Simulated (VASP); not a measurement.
# Yb3InC (Pm-3m) in VASP: notebook, part 2 of 2

VASP 6.6.1.

### 4 Relaxation of cell and atoms, revPBE, target pressure 20 GPa, at which the enthalpy is minimised

INCAR

```
SYSTEM = Yb3InC
  PREC = Accurate
  ENCUT = 600
  EDIFF = 1E-7
  ISMEAR = 0
  SIGMA = 0.01
  LREAL = .FALSE.
  LASPH = .TRUE.
  NELM = 100
  ALGO = Normal
  ISIF = 3
  LWAVE = .FALSE.
  LCHARG = .FALSE.
  GGA = RE
  IBRION = 2
  NSW = 80
  EDIFFG = -0.1
  PSTRESS = 200.0
```

KPOINTS

```
Automatic mesh
0
G
  3 3 3
  0 0 0
```

POSCAR

```
Yb3InC
1.0
    5.0632470000      0.0000000000      0.0000000000
    0.0000000000      5.0632470000      0.0000000000
    0.0000000000      0.0000000000      5.0632470000
Yb In C
3 1 1
Direct
    0.5000000000      0.0000000000      0.5000000000
    0.5000000000      0.5000000000      0.0000000000
    0.0000000000      0.5000000000      0.5000000000
    0.0000000000      0.0000000000      0.0000000000
    0.5000000000      0.5000000000      0.5000000000
```

Potentials or basis: VASP PAW PBE potentials, release 64 (Yb, In_d, C).

On the command line:

```sh
$ cat potpaw_PBE.64/Yb/POTCAR potpaw_PBE.64/In_d/POTCAR potpaw_PBE.64/C/POTCAR > POTCAR
$ mpirun -np 1 vasp_std > vasp.out
```

OUTCAR:

```text
SYSTEM = Yb3InC
   PREC = Accurate
   ENCUT = 600
   EDIFF = 1E-7
   ISMEAR = 0
   LREAL = .FALSE.
   LASPH = .TRUE.
   NELM = 100
   ISIF = 3
   GGA = RE
   IBRION = 2
   NSW = 80
   EDIFFG = -0.1
   PSTRESS = 200.0

 ion  position               nearest neighbor table
   1  0.500  0.000  0.500-   5 2.53   5 2.53   4 3.58   2 3.58   2 3.58   4 3.58   2 3.58   3 3.58
                             3 3.58   2 3.58   3 3.58   4 3.58   4 3.58   3 3.58
   2  0.500  0.500  0.000-   5 2.53   5 2.53   4 3.58   1 3.58   1 3.58   3 3.58   3 3.58   1 3.58
                             4 3.58   1 3.58   3 3.58   4 3.58   3 3.58   4 3.58
   3  0.000  0.500  0.500-   5 2.53   5 2.53   4 3.58   1 3.58   2 3.58   4 3.58   1 3.58   4 3.58
                             4 3.58   1 3.58   2 3.58   2 3.58   2 3.58   1 3.58
   4  0.000  0.000  0.000-   1 3.58   2 3.58   3 3.58   1 3.58   3 3.58   2 3.58   3 3.58   3 3.58
                             1 3.58   2 3.58   1 3.58   2 3.58
   5  0.500  0.500  0.500-   1 2.53   2 2.53   3 2.53   2 2.53   1 2.53   3 2.53

  LATTYP: Found a simple cubic cell.
 ALAT       =     5.0632470000

  Lattice vectors:

 A1 = (   5.0632470000,   0.0000000000,   0.0000000000)
 A2 = (   0.0000000000,   5.0632470000,   0.0000000000)
 A3 = (   0.0000000000,   0.0000000000,   5.0632470000)

Analysis of symmetry for initial positions (statically):
=====================================================================
 Subroutine PRICEL returns:
 Original cell was already a primitive cell.

 Routine SETGRP: Setting up the symmetry group for a
 simple cubic supercell.

 Subroutine GETGRP returns: Found 48 space group operations
[... 138 lines left out ...]
 maximum number of plane-waves:      4385
   NGX = 21   NGY = 21   NGZ = 21

--------------------------------------- Ionic step        1  -------------------------------------------

 number of electron      89.0000077 magnetization

 Free energy of the ion-electron system (eV)
  ---------------------------------------------------
  ext. energy  EPLUGINS =         0.00000000
  ---------------------------------------------------
  free energy    TOTEN  =       -21.84825220 eV

  energy without entropy =      -21.84670393  energy(sigma->0) =      -21.84747806

 E-fermi :   2.8759     XC(G=0):  -9.9821

 val. band max:        2.8596401758   @ k =   0.3333   0.0000   0.0000
 cond. band min:       2.8836729053   @ k =   0.3333   0.3333   0.0000
 fundamental gap:      0.0240327295
 Fermi energy:         2.8758974216

 k-point     1 :       0.0000    0.0000    0.0000
  band No.  band energies     occupation
      1     -48.5870      2.00000
      2     -48.5607      2.00000
      3     -48.5607      2.00000
      4     -21.0132      2.00000
      5     -21.0132      2.00000
      6     -21.0132      2.00000
[... 335 lines left out ...]
--------------------------------------- Ionic step        4  -------------------------------------------

 number of electron      88.9999972 magnetization

 Free energy of the ion-electron system (eV)
  ---------------------------------------------------
  ext. energy  EPLUGINS =         0.00000000
  ---------------------------------------------------
  free energy    TOTEN  =       -20.64077715 eV

  energy without entropy =      -20.63749327  energy(sigma->0) =      -20.63913521

 E-fermi :   4.4721     XC(G=0): -11.4904

 val. band max:        4.3922373538   @ k =   0.3333   0.3333   0.0000
 cond. band min:       4.4751134726   @ k =   0.3333   0.3333   0.0000
 fundamental gap:      0.0828761187
 Fermi energy:         4.4720698470

 k-point     1 :       0.0000    0.0000    0.0000
  band No.  band energies     occupation
      1     -46.7510      2.00000
      2     -46.6506      2.00000
      3     -46.6506      2.00000
      4     -19.4460      2.00000
      5     -19.4460      2.00000
      6     -19.4460      2.00000
[... 249 lines left out ...]
  energy  without entropy=      -20.6374932709  energy(sigma->0) =      -20.63913521

  enthalpy is  TOTEN    =        -8.6003259783 eV   P V=       12.0404511719

 reached required accuracy - stopping structural energy minimisation
```

OSZICAR:

```text
N       E                     dE             d eps       ncg     rms          rms(c)
DAV:   1     0.103276634195E+04    0.10328E+04   -0.30165E+04   642   0.119E+04
DAV:   2     0.260731216673E+03   -0.77204E+03   -0.72747E+03   730   0.168E+03
DAV:   3     0.261069119543E+02   -0.23462E+03   -0.22946E+03   607   0.423E+02
[... 191 lines left out ...]
DAV:  34    -0.206407767862E+02    0.83244E-07   -0.21212E-06   648   0.453E-02    0.217E-02
DAV:  35    -0.206407770248E+02   -0.23862E-06   -0.12930E-06   576   0.148E-02    0.164E-02
DAV:  36    -0.206407772645E+02   -0.23968E-06   -0.59964E-08   242   0.120E-02    0.122E-02
DAV:  37    -0.206407771067E+02    0.15772E-06   -0.69322E-08   242   0.286E-02    0.602E-03
DAV:  38    -0.206407771501E+02   -0.43387E-07   -0.60694E-08   258   0.165E-02
   4 F= -.86003260E+01 E0= -.85986840E+01  d E =-.295550E+01
```

CONTCAR:

```text
Yb3InC
   1.00000000000000
     4.5860746094085716    0.0000000000000000   -0.0000000000000000
     0.0000000000000000    4.5860746094085716    0.0000000000000000
     0.0000000000000000    0.0000000000000000    4.5860746094085716
  Yb              In              C
     3     1     1
Direct
     0.5000000000000000    0.0000000000000000    0.5000000000000000
     0.5000000000000000    0.5000000000000000    0.0000000000000000
     0.0000000000000000    0.5000000000000000    0.5000000000000000
     0.0000000000000000    0.0000000000000000    0.0000000000000000
     0.5000000000000000    0.5000000000000000    0.5000000000000000

  0.00000000E+00  0.00000000E+00  0.00000000E+00
  0.00000000E+00  0.00000000E+00  0.00000000E+00
  0.00000000E+00  0.00000000E+00  0.00000000E+00
  0.00000000E+00  0.00000000E+00  0.00000000E+00
  0.00000000E+00  0.00000000E+00  0.00000000E+00
```

Run time: 12 min. Hardware: 1 thread of Intel Xeon 6975P-C (Granite Rapids), shared host; peak memory 0.27 GiB.

What came out:

* Free energy: -20.6408 eV
* Relaxed volume: 19.29 Å³/atom
* Relaxed cell: a = 4.586 Å, b = 4.586 Å, c = 4.586 Å, α = 90.00°, β = 90.00°, γ = 90.00°
* Space group after relaxing (to 0.05 Å): Pm-3m (No. 221)
* Energy change on relaxing (the enthalpy is what falls): +241.5 meV/atom
* Ionic steps: 4
* Pressure after relaxing: 19.4 GPa

Step by step:
```csv
step,energy change (eV),largest force (eV/Å),pressure (GPa),volume (Å³)
1,0.0000,0.0000,-2.02,129.80
2,7.1047,0.0000,71.77,73.65
3,1.0871,0.0000,18.39,97.48
4,1.2075,0.0000,19.39,96.45
```

Final structure:
```yaml
crystal:
  lattice:
    - [4.58607, 0.00000, 0.00000]
    - [0.00000, 4.58607, 0.00000]
    - [0.00000, 0.00000, 4.58607]
  atoms:
    - { symbol: Yb, position: [0.50000, 0.00000, 0.50000] }
    - { symbol: Yb, position: [0.50000, 0.50000, 0.00000] }
    - { symbol: Yb, position: [0.00000, 0.50000, 0.50000] }
    - { symbol: In, position: [0.00000, 0.00000, 0.00000] }
    - { symbol: C, position: [0.50000, 0.50000, 0.50000] }
```

Caveat: the k points lie up to 0.46 Å⁻¹ apart in the final cell; the cell is relaxed towards a set pressure, so the enthalpy falls and the energy may rise; the volume moved by over 15 % at a fixed basis, so the end points are rough; the PAW data sets were made with another functional, which shifts forces and pressure a little; spin-orbit coupling is left out, which moves the levels of the heavy elements; without U or exact exchange the open f shell lies at the Fermi level, which spoils levels, moments and volumes. Spin polarisation is off, so any magnetic state and its effect on volume and gap are missing.

### 5 The runs side by side

```csv
cell,gap on the mesh (eV),pressure (GPa)
relaxed to 5 GPa,none,4.4
relaxed to 10 GPa,none,10.6
relaxed to 20 GPa,none,19.4
```

Alike in all rows: task relaxation of cell and atoms; level revPBE; potentials or basis VASP PAW PBE potentials, release 64 (Yb, In_d, C); no spin polarisation; k mesh 3 × 3 × 3; cutoff (eV) 600; smearing gaussian 0.01 eV.

Caveats: all runs use coarse meshes; the cell is relaxed towards a set pressure, so the enthalpy falls and the energy may rise; the PAW data sets were made with another functional, which shifts forces and pressure a little; spin-orbit coupling is left out, which moves the levels of the heavy elements; without U or exact exchange the open f shell lies at the Fermi level, which spoils levels, moments and volumes; the volume moved by over 15 % at a fixed basis, so the end points are rough (some runs).

Total energies depend on the potentials used, so only differences within one code and one set of settings carry meaning.
